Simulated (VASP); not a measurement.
A run of VASP 6.6.1 is set up as follows.

The input INCAR:

```
PREC     = Accurate       # precision mode
ENCUT    = 520            # plane-wave cutoff, eV
EDIFF    = 1E-6           # SCF threshold, eV
ISMEAR   = -1             # smearing method
SIGMA    = 0.05           # smearing width, eV
LREAL    = False          # projectors in reciprocal space
LASPH    = True           # aspherical terms in the spheres
NELM     = 80             # most SCF steps
ALGO     = Normal         # electronic algorithm
ISIF     = 2              # what is computed and relaxed
LWAVE    = False          # write WAVECAR
LCHARG   = False          # write CHGCAR
GGA      = PS             # functional
NBANDS   = 14             # bands
```

KPOINTS

```
Automatic mesh
0
Gamma
  8 8 8
```

File POSCAR:

```
Bi
1.0
   -1.9814305318      1.9814305318      2.0210591424
    1.9814305318     -1.9814305318      2.0210591424
    1.9814305318      1.9814305318     -2.0210591424
Bi
1
Direct
    0.0000000000      0.0000000000      0.0000000000
```

Potentials or basis: VASP PAW PBE potentials, release 64 (Bi_d).

Command:

```bash
$ cat potpaw_PBE.64/Bi_d/POTCAR > POTCAR
$ mpirun -np 1 vasp_std > vasp.out
```

(1) Estimate the pressure.

## Answers

(1) -3.2 GPa.

Caveat: the PAW data sets were made with another functional, which shifts forces and pressure a little.
